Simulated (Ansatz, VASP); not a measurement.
## PbF2: VASP beside Ansatz

The input INCAR:

```
ALGO = Normal ; EDIFF = 1E-6
ENCUT = 520 ; GGA = PE
ISIF = 2 ; ISMEAR = 1
LASPH = True ; LCHARG = False
LREAL = False ; LWAVE = False
NBANDS = 21 ; NELM = 80
PREC = Accurate ; SIGMA = 0.05
```

Contents of KPOINTS:

```
k-points
0
Gamma
  10 10 10
```

The input POSCAR:

```
PbF2
1.0
    2.1210841894      1.2246085277      3.4660246807
   -2.1210841894      1.2246085277      3.4660246807
    0.0000000000     -2.4492170554      3.4660246807
Pb F
1 2
Direct
    0.0000000000      0.0000000000      0.0000000000
    0.2499510902      0.2499510902      0.2499510902
    0.7500489098      0.7500489098      0.7500489098
```

Input for Ansatz:

```yaml
crystal:
  lattice:
    - [2.121084189379, 1.224608527712, 3.4660246807]
    - [-2.121084189379, 1.224608527712, 3.4660246807]
    - [0.0, -2.449217055424, 3.4660246807]
  atoms:
    - { symbol: Pb, position: [0.0, 0.0, 0.0] }
    - { symbol: F, position: [0.2499510902, 0.2499510902, 0.2499510902] }
    - { symbol: F, position: [0.7500489098, 0.7500489098, 0.7500489098] }
basis:
  ecutwfc: 420
  ecutrho_ratio: 4
kpoints:
  mp_grid: { grid: [10, 10, 10] }
hamiltonian:
  xc: pbe
scf:
  occupations: { method: cold, width: 0.05 }
output:
  forces: true
  stress: true
```

Alike in both runs: task single point; functional PBE; k mesh 10 × 10 × 10; no spin polarisation.

|  | VASP | Ansatz |
| --- | --- | --- |
| version | VASP 6.6.1 | Ansatz 0.2.0 |
| potentials or method | VASP PAW PBE potentials, release 64 (Pb_d, F), cutoff 520 eV | scalar-relativistic, plane waves, PAW |
| occupations | methfessel-paxton of order 1, width 0.05 eV | cold, width 0.05 eV |
| valence electrons in the cell | 28 | 28 |

VASP gave:

```
pressure (GPa) : -0.2
```

Q: What did Ansatz give for the same quantities?

A: Pressure (GPa): 0.0.

Spin-orbit coupling is off throughout.
